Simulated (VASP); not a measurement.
# CoSi2 (Fm-3m) in VASP: notebook

CoSi2 is run at these levels: LDA; tasks: electric field gradients, single point.

Everything below comes from runs of VASP 6.6.1. Logs are shortened: lines on timing, memory, paths and dates and some standing lists are left out, and cuts for length are marked.

### Step 1. The cell of the first run

The structure is cubic, space group Fm-3m (No. 225). The conventional cell has a = 5.274 Å, b = 5.274 Å, c = 5.274 Å, α = 90.00°, β = 90.00°, γ = 90.00°. Co (site symmetry m-3m) has 8 Si at 2.28 Å within 3.0 Å. Si (site symmetry -43m) has 4 Co at 2.28 Å and 6 Si at 2.64 Å within 3.0 Å.

### Step 2. Electric field gradients, LDA

File INCAR:

```
SYSTEM = CoSi2
  PREC = Accurate
  ENCUT = 520
  EDIFF = 1E-8
  ISMEAR = 0
  SIGMA = 0.05
  LREAL = .False.
  LASPH = .True.
  NELM = 100
  ALGO = Normal
  ISIF = 2
  LWAVE = .False.
  LCHARG = .False.
  GGA = CA
  LEFG = .True.
  NBANDS = 16
```

File KPOINTS:

```
regular mesh
0
Gamma
  14 14 14
  0 0 0
```

File POSCAR:

```
CoSi2
1.0
    0.0000000000      2.6368085256      2.6368085256
    2.6368085256      0.0000000000      2.6368085256
    2.6368085256      2.6368085256      0.0000000000
Co Si
1 2
Direct
    0.0000000000      0.0000000000      0.0000000000
    0.2500000000      0.2500000000      0.2500000000
    0.7500000000      0.7500000000      0.7500000000
```

Potentials or basis: VASP PAW LDA potentials, release 64 (Co, Si).

Started as:

```
$ cat potpaw_LDA.64/Co/POTCAR potpaw_LDA.64/Si/POTCAR > POTCAR
$ mpirun -np 1 vasp_std > vasp.out
```

OUTCAR:

```text
SYSTEM = CoSi2
   PREC = Accurate
   ENCUT = 520
   EDIFF = 1E-8
   ISMEAR = 0
   LREAL = .False.
   LASPH = .True.
   NELM = 100
   ISIF = 2
   GGA = CA

 ion  position               nearest neighbor table
   1  0.000  0.000  0.000-   2 2.28   3 2.28   3 2.28   3 2.28   3 2.28   2 2.28   2 2.28   2 2.28

   2  0.250  0.250  0.250-   1 2.28   1 2.28   1 2.28   1 2.28   3 2.64   3 2.64   3 2.64   3 2.64
                             3 2.64   3 2.64
   3  0.750  0.750  0.750-   1 2.28   1 2.28   1 2.28   1 2.28   2 2.64   2 2.64   2 2.64   2 2.64
                             2 2.64   2 2.64

  LATTYP: Found a face centered cubic cell.
 ALAT       =     5.2736170512

  Lattice vectors:

 A1 = (   0.0000000000,   2.6368085256,   2.6368085256)
 A2 = (   2.6368085256,   0.0000000000,   2.6368085256)
 A3 = (   2.6368085256,   2.6368085256,   0.0000000000)

Analysis of symmetry for initial positions (statically):
=====================================================================
 Subroutine PRICEL returns:
 Original cell was already a primitive cell.

 Routine SETGRP: Setting up the symmetry group for a
 face centered cubic supercell.

 Subroutine GETGRP returns: Found 48 space group operations
 (whereof 48 operations were pure point group operations)
 out of a pool of 48 trial point group operations.

The static configuration has the point symmetry O_h .

Analysis of symmetry for dynamics (positions and initial velocities):
=====================================================================
 Subroutine PRICEL returns:
 Original cell was already a primitive cell.

 Routine SETGRP: Setting up the symmetry group for a
 face centered cubic supercell.

 Subroutine GETGRP returns: Found 48 space group operations
 (whereof 48 operations were pure point group operations)
 out of a pool of 48 trial point group operations.

The dynamic configuration has the point symmetry O_h .

 Subroutine INISYM returns: Found 48 space group operations
 (whereof 48 operations are pure point group operations),
 and found     1 'primitive' translations

----------------------------------------------------------------------------------------

                                     Primitive cell

  volume of cell :      36.6662

[... 129 lines left out ...]

 Free energy of the ion-electron system (eV)
  ---------------------------------------------------
  ext. energy  EPLUGINS =         0.00000000
  ---------------------------------------------------
  free energy    TOTEN  =       -21.92949647 eV

  energy without entropy =      -21.92771000  energy(sigma->0) =      -21.92860323

 E-fermi :  10.6719     XC(G=0): -12.1218

 val. band max:       10.6689773239   @ k =   0.3571   0.0714   0.0000
 cond. band min:      10.6840872654   @ k =  -0.2857   0.0714   0.0000
 fundamental gap:      0.0151099416
 Fermi energy:        10.6719444486

 k-point     1 :       0.0000    0.0000    0.0000
  band No.  band energies     occupation
      1      -2.7960      2.00000
      2       6.3320      2.00000
      3       6.3320      2.00000
      4       6.3320      2.00000
      5       8.5691      2.00000
      6       8.5691      2.00000
[... 433 lines left out ...]
      3       6.4935      2.00000
      4       6.5583      2.00000
      5       7.7279      2.00000
      6       8.7603      2.00000
[... 8 lines left out ...]
     15      19.1691      0.00000
     16      19.4620      0.00000

 [... further k-points ...]
[... 5 lines left out ...]
  --------------------------------------------------------------------------------------
  -------------------------------------------------------------------------------------
  Total        0.0679219      0.0679219      0.0679219      0.0000000      0.0000000     -0.0000000
  in kB        2.9679378      2.9679378      2.9679378      0.0000000      0.0000000     -0.0000000
  external PRESSURE =       2.9679378 kB  Pullay stress =       0.0000000 kB

 VOLUME and BASIS-vectors are now :
 -----------------------------------------------------------------------------
  energy-cutoff  :      520.00
  volume of cell :       36.67
      direct lattice vectors                 reciprocal lattice vectors
     0.000000000  2.636808526  2.636808526    -0.189623173  0.189623173  0.189623173
     2.636808526  0.000000000  2.636808526     0.189623173 -0.189623173  0.189623173
     2.636808526  2.636808526  0.000000000     0.189623173  0.189623173 -0.189623173

 POSITION                                       TOTAL-FORCE (eV/Angst)
 -----------------------------------------------------------------------------------
      0.00000      0.00000      0.00000        -0.000000     -0.000000     -0.000000
      1.31840      1.31840      1.31840        -0.000000     -0.000000     -0.000000
      3.95521      3.95521      3.95521         0.000000      0.000000      0.000000
 -----------------------------------------------------------------------------------
    total drift:                               -0.000000     -0.000000      0.000000

  FREE ENERGIE OF THE ION-ELECTRON SYSTEM (eV)
  ---------------------------------------------------
  free  energy   TOTEN  =       -21.9294964700 eV

  energy  without entropy=      -21.9277099993  energy(sigma->0) =      -21.92860323

 Electric field gradients (V/A^2)
---------------------------------------------------------------------
 ion       V_xx      V_yy      V_zz      V_xy      V_xz      V_yz
---------------------------------------------------------------------
   1       0.000     0.000     0.000    -0.002    -0.002    -0.002
   2      -0.000     0.000     0.000    -0.000    -0.000    -0.000
   3      -0.000     0.000     0.000    -0.000    -0.000    -0.000
---------------------------------------------------------------------

 Electric field gradients after diagonalization (V/A^2)
 (convention: |V_zz| > |V_xx| > |V_yy|)
----------------------------------------------------------------------
 ion       V_xx      V_yy      V_zz     asymmetry (V_yy - V_xx)/ V_zz
----------------------------------------------------------------------
   1       0.002     0.002    -0.004       0.000
   2       0.000     0.000    -0.000       0.000
   3       0.000     0.000    -0.000       0.000
----------------------------------------------------------------------

           NMR quadrupolar parameters

 Cq : quadrupolar parameter    Cq=e*Q*V_zz/h
 eta: asymmetry parameters     (V_yy - V_xx)/ V_zz
 Q  : nuclear electric quadrupole moment in mb (millibarn)
----------------------------------------------------------------------
 ion       Cq(MHz)       eta       Q (mb)
----------------------------------------------------------------------
   1      -0.000       0.000       1.000
   2      -0.000       0.000       1.000
   3      -0.000       0.000       1.000
----------------------------------------------------------------------
```

OSZICAR:

```text
N       E                     dE             d eps       ncg     rms          rms(c)
DAV:   1     0.595223208244E+02    0.59522E+02   -0.68349E+03  3344   0.103E+03
DAV:   2    -0.200702208160E+02   -0.79593E+02   -0.71042E+02  3792   0.206E+02
DAV:   3    -0.232928848487E+02   -0.32227E+01   -0.31676E+01  4288   0.460E+01
DAV:   4    -0.233508557480E+02   -0.57971E-01   -0.57945E-01  4056   0.594E+00
DAV:   5    -0.233526840665E+02   -0.18283E-02   -0.18283E-02  4312   0.108E+00    0.147E+01
DAV:   6    -0.260316011281E+02   -0.26789E+01   -0.20999E+01  3544   0.978E+01    0.158E+01
DAV:   7    -0.220022069517E+02    0.40294E+01   -0.95706E+00  4192   0.772E+01    0.372E+00
DAV:   8    -0.219609701412E+02    0.41237E-01   -0.57500E-01  3688   0.447E+00    0.179E+00
DAV:   9    -0.219298201866E+02    0.31150E-01   -0.80309E-02  4224   0.556E+00    0.487E-01
DAV:  10    -0.219297294670E+02    0.90720E-04   -0.65784E-03  4568   0.124E+00    0.160E-01
DAV:  11    -0.219294944770E+02    0.23499E-03   -0.91290E-04  4256   0.573E-01    0.326E-02
DAV:  12    -0.219294971481E+02   -0.26710E-05   -0.46034E-05  4008   0.518E-02    0.924E-03
DAV:  13    -0.219294965104E+02    0.63769E-06   -0.35852E-06  5088   0.323E-02    0.602E-03
DAV:  14    -0.219294964801E+02    0.30300E-07   -0.32953E-07  4720   0.590E-03    0.172E-03
DAV:  15    -0.219294964691E+02    0.10998E-07   -0.33476E-08  3568   0.349E-03    0.349E-04
DAV:  16    -0.219294964700E+02   -0.93451E-09   -0.32616E-09  2040   0.405E-04
   1 F= -.21929496E+02 E0= -.21928603E+02  d E =-.178647E-02
```

stdout:

```text
POSCAR found type information on POSCAR CoSi
 POSCAR found :  2 types and       3 ions
 scaLAPACK will be used
 LDA part: xc-table for (Slater(with rela. corr.)+CA(PZ))
 , standard interpolation
 POSCAR, INCAR and KPOINTS ok, starting setup
 FFT: planning ... GRIDC
 FFT: planning ... GRID_SOFT
 FFT: planning ... GRID
 WAVECAR not read
 entering main loop
ion   1

ion   2

ion   3
```

It took 2.4 min on 1 thread of Intel Xeon 8259CL, shared host; peak memory 0.18 GiB.

What came out:

```
Free energy                             : -21.9295 eV
Pressure                                : 0.3 GPa
Band gap on the k mesh                  : zero (an odd number of electrons rules out a gap without spin polarisation)
Largest electric field gradient by atom : under 0.05 V/Å² on every atom
```

Caveat: an odd number of electrons without spin polarisation forces a metal; a magnetic or distorted state may lie lower. Spin polarisation is off, so any magnetic state and its effect on volume and gap are missing.

### Step 3. Electric field gradients, LDA

This run uses another cell than the first one, of 12.80 Å³/atom.

File INCAR:

```
SYSTEM = CoSi2
ALGO = Normal
EDIFF = 1E-8
ENCUT = 520
ISIF = 2
ISMEAR = 0
LASPH = .TRUE.
LCHARG = .FALSE.
LEFG = .TRUE.
LREAL = .FALSE.
LWAVE = .FALSE.
NBANDS = 16
NELM = 100
PREC = Accurate
SIGMA = 0.05
```

File KPOINTS:

```
k-points
0
G
  14 14 14
  0 0 0
```

File POSCAR:

```
CoSi2
1.0
    0.0000000000      2.6780000000      2.6780000000
    2.6780000000      0.0000000000      2.6780000000
    2.6780000000      2.6780000000      0.0000000000
Co Si
1 2
Direct
    0.0000000000      0.0000000000      0.0000000000
    0.2500000000      0.2500000000      0.2500000000
    0.7500000000      0.7500000000      0.7500000000
```

Potentials or basis: VASP PAW LDA potentials, release 64 (Co, Si).

Started as:

```
$ cat potpaw_LDA.64/Co/POTCAR potpaw_LDA.64/Si/POTCAR > POTCAR
$ mpirun -np 1 vasp_std > vasp.out
```

OUTCAR:

```text
SYSTEM = CoSi2
   EDIFF = 1E-8
   ENCUT = 520
   ISIF = 2
   ISMEAR = 0
   LASPH = .TRUE.
   LREAL = .FALSE.
   NELM = 100
   PREC = Accurate

 ion  position               nearest neighbor table
   1  0.000  0.000  0.000-   3 2.32   2 2.32   3 2.32   2 2.32   3 2.32   3 2.32   2 2.32   2 2.32

   2  0.250  0.250  0.250-   1 2.32   1 2.32   1 2.32   1 2.32   3 2.68   3 2.68   3 2.68   3 2.68
                             3 2.68   3 2.68
   3  0.750  0.750  0.750-   1 2.32   1 2.32   1 2.32   1 2.32   2 2.68   2 2.68   2 2.68   2 2.68
                             2 2.68   2 2.68

  LATTYP: Found a face centered cubic cell.
 ALAT       =     5.3560000000

  Lattice vectors:

 A1 = (   0.0000000000,   2.6780000000,   2.6780000000)
 A2 = (   2.6780000000,   0.0000000000,   2.6780000000)
 A3 = (   2.6780000000,   2.6780000000,   0.0000000000)

Analysis of symmetry for initial positions (statically):
[... 657 lines left out ...]
     2.678000000  2.678000000  0.000000000     0.186706497  0.186706497 -0.186706497

 POSITION                                       TOTAL-FORCE (eV/Angst)
 -----------------------------------------------------------------------------------
      0.00000      0.00000      0.00000        -0.000000      0.000000      0.000000
      1.33900      1.33900      1.33900        -0.000000     -0.000000     -0.000000
      4.01700      4.01700      4.01700         0.000000      0.000000      0.000000
 -----------------------------------------------------------------------------------
    total drift:                               -0.000000     -0.000000      0.000000

  FREE ENERGIE OF THE ION-ELECTRON SYSTEM (eV)
  ---------------------------------------------------
  free  energy   TOTEN  =       -21.8841256515 eV

  energy  without entropy=      -21.8823495204  energy(sigma->0) =      -21.88323759

 Electric field gradients (V/A^2)
---------------------------------------------------------------------
 ion       V_xx      V_yy      V_zz      V_xy      V_xz      V_yz
---------------------------------------------------------------------
   1       0.000    -0.000     0.000    -0.002    -0.002    -0.002
   2       0.000     0.000     0.000    -0.000    -0.000    -0.000
   3       0.000     0.000     0.000    -0.000    -0.000    -0.000
---------------------------------------------------------------------

 Electric field gradients after diagonalization (V/A^2)
 (convention: |V_zz| > |V_xx| > |V_yy|)
----------------------------------------------------------------------
 ion       V_xx      V_yy      V_zz     asymmetry (V_yy - V_xx)/ V_zz
----------------------------------------------------------------------
   1       0.002     0.002    -0.003       0.000
   2       0.000     0.000    -0.000       0.000
   3       0.000     0.000    -0.000       0.000
----------------------------------------------------------------------

           NMR quadrupolar parameters

 Cq : quadrupolar parameter    Cq=e*Q*V_zz/h
 eta: asymmetry parameters     (V_yy - V_xx)/ V_zz
 Q  : nuclear electric quadrupole moment in mb (millibarn)
----------------------------------------------------------------------
 ion       Cq(MHz)       eta       Q (mb)
----------------------------------------------------------------------
   1      -0.000       0.000       1.000
   2      -0.000       0.000       1.000
   3      -0.000       0.000       1.000
----------------------------------------------------------------------
```

OSZICAR:

```text
N       E                     dE             d eps       ncg     rms          rms(c)
DAV:   1     0.580510222330E+02    0.58051E+02   -0.67845E+03  3328   0.102E+03
DAV:   2    -0.200159746950E+02   -0.78067E+02   -0.69638E+02  3704   0.203E+02
DAV:   3    -0.232511706156E+02   -0.32352E+01   -0.31805E+01  4296   0.458E+01
DAV:   4    -0.233110541902E+02   -0.59884E-01   -0.59852E-01  3992   0.596E+00
DAV:   5    -0.233130359710E+02   -0.19818E-02   -0.19817E-02  4392   0.112E+00    0.141E+01
DAV:   6    -0.265071715740E+02   -0.31941E+01   -0.22662E+01  3552   0.100E+02    0.172E+01
DAV:   7    -0.219434902036E+02    0.45637E+01   -0.10219E+01  4192   0.789E+01    0.332E+00
DAV:   8    -0.219202441800E+02    0.23246E-01   -0.67152E-01  3976   0.524E+00    0.189E+00
DAV:   9    -0.218845793872E+02    0.35665E-01   -0.83903E-02  3968   0.544E+00    0.464E-01
DAV:  10    -0.218841845558E+02    0.39483E-03   -0.54750E-03  4768   0.100E+00    0.100E-01
DAV:  11    -0.218841237689E+02    0.60787E-04   -0.44542E-04  4800   0.356E-01    0.403E-02
DAV:  12    -0.218841266791E+02   -0.29102E-05   -0.18539E-05  4168   0.401E-02    0.118E-02
DAV:  13    -0.218841256258E+02    0.10533E-05   -0.25072E-06  5104   0.222E-02    0.486E-03
DAV:  14    -0.218841256949E+02   -0.69082E-07   -0.32941E-07  4528   0.444E-03    0.203E-03
DAV:  15    -0.218841256526E+02    0.42312E-07   -0.53756E-08  4376   0.444E-03    0.466E-04
DAV:  16    -0.218841256515E+02    0.10380E-08   -0.81021E-09  2152   0.794E-04
   1 F= -.21884126E+02 E0= -.21883238E+02  d E =-.177613E-02
```

Wall time 2.4 min (1 thread of Intel Xeon 8259CL, shared host); peak memory 0.19 GiB.

What came out:

| Quantity | Value |
| --- | --- |
| Free energy | -21.8841 eV |
| Pressure | -8.3 GPa |
| Band gap on the k mesh | zero (an odd number of electrons rules out a gap without spin polarisation) |
| Largest electric field gradient by atom | under 0.05 V/Å² on every atom |

Levels at points of the mesh, in eV from the Fermi level:
```
           k point  band 5  band 6  band 7  band 8  band 9  band 10  band 11  band 12  band 13  band 14
(0.00, 0.00, 0.00)   -1.94   -1.94    0.64    3.38    3.38     3.38     3.44     3.44     3.44     5.60
(0.50, 0.00, 0.00)   -2.24   -1.68   -1.68   -0.47   -0.47     2.60     3.39     3.39     4.26    10.33
(0.50, 0.50, 0.00)   -3.64   -2.04   -2.04   -1.95   -1.37     1.51     2.89     8.58     9.46     9.46
```

Caveat: the cell stands under tension; an odd number of electrons without spin polarisation forces a metal; a magnetic or distorted state may lie lower.

### Step 4. Single point, LDA

File POSCAR:

```
CoSi2
1.0
    0.0000000000      2.6368085256      2.6368085256
    2.6368085256      0.0000000000      2.6368085256
    2.6368085256      2.6368085256      0.0000000000
Co Si
1 2
Direct
    0.0000000000      0.0000000000      0.0000000000
    0.2500000000      0.2500000000      0.2500000000
    0.7500000000      0.7500000000      0.7500000000
```

File INCAR.step1:

```
SYSTEM = CoSi2
PREC = Accurate
ENCUT = 520
EDIFF = 1E-6
ISMEAR = 0
SIGMA = 0.05
LREAL = .False.
LASPH = .True.
NELM = 100
ALGO = Normal
ISIF = 2
LWAVE = .False.
LCHARG = .True.
LMAXMIX = 4
NBANDS = 16
```

File KPOINTS.step1:

```
regular mesh
0
Gamma
  14 14 14
  0 0 0
```

File INCAR.step2:

```
SYSTEM = CoSi2
PREC = Accurate
ENCUT = 520
EDIFF = 1E-6
ISMEAR = -5
SIGMA = 0.05
LREAL = .False.
LASPH = .True.
NELM = 100
ALGO = Normal
ISIF = 2
LWAVE = .False.
LCHARG = .False.
LMAXMIX = 4
LORBIT = 11
NBANDS = 16
NEDOS = 2001
ICHARG = 11
```

File KPOINTS.step2:

```
regular mesh
0
Gamma
  21 21 21
  0 0 0
```

Started as:

```
$ cat potpaw_LDA.64/Co/POTCAR potpaw_LDA.64/Si/POTCAR > POTCAR
$ cp INCAR.step1 INCAR
$ cp KPOINTS.step1 KPOINTS
$ mpirun -np 1 vasp_std > vasp.out
$ cp INCAR.step2 INCAR
$ cp KPOINTS.step2 KPOINTS
$ mpirun -np 1 vasp_std > vasp.out
```

It took 4.7 min on 1 thread of Intel Xeon 8259CL, shared host; peak memory 0.27 GiB.

It converged, with:

```yaml
Valence_electrons_inside_the_program's_atomic_spheres: Co 9.01; Si 1.63
```

Levels at points of the mesh, in eV from the Fermi level:
| k point | band 7 | band 8 | band 9 | band 10 | band 11 | band 12 |
| --- | --- | --- | --- | --- | --- | --- |
| (0.00, 0.00, 0.00) | 1.16 | 3.50 | 3.50 | 3.50 | 3.62 | 3.62 |

Caveat: an odd number of electrons without spin polarisation forces a metal; a magnetic or distorted state may lie lower. Spin polarisation is off, so any magnetic state and its effect on volume and gap are missing.

### Step 5. The runs side by side

```tsv
task	cell	k mesh for the DOS	occupations for the DOS	gap on the mesh (eV)	pressure (GPa)
electric field gradients	a = 3.729 Å, angles 60.0°, 3 atoms	-	-	none	0.3
electric field gradients	a = 3.787 Å, angles 60.0°, 3 atoms	-	-	none	-8.3
single point	a = 3.729 Å, angles 60.0°, 3 atoms	21 × 21 × 21	tetrahedron	-	-
```

Alike in all rows: level LDA; potentials or basis VASP PAW LDA potentials, release 64 (Co, Si); no spin polarisation; k mesh 14 × 14 × 14; cutoff (eV) 520; smearing gaussian 0.05 eV.

Caveats: an odd number of electrons without spin polarisation forces a metal; a magnetic or distorted state may lie lower; the cell stands under tension (at least some runs).

Total energies depend on the potentials used, so only differences within one code and one set of settings carry meaning.

The gap in the log of VASP goes by the Fermi energy; the results here count the filled bands.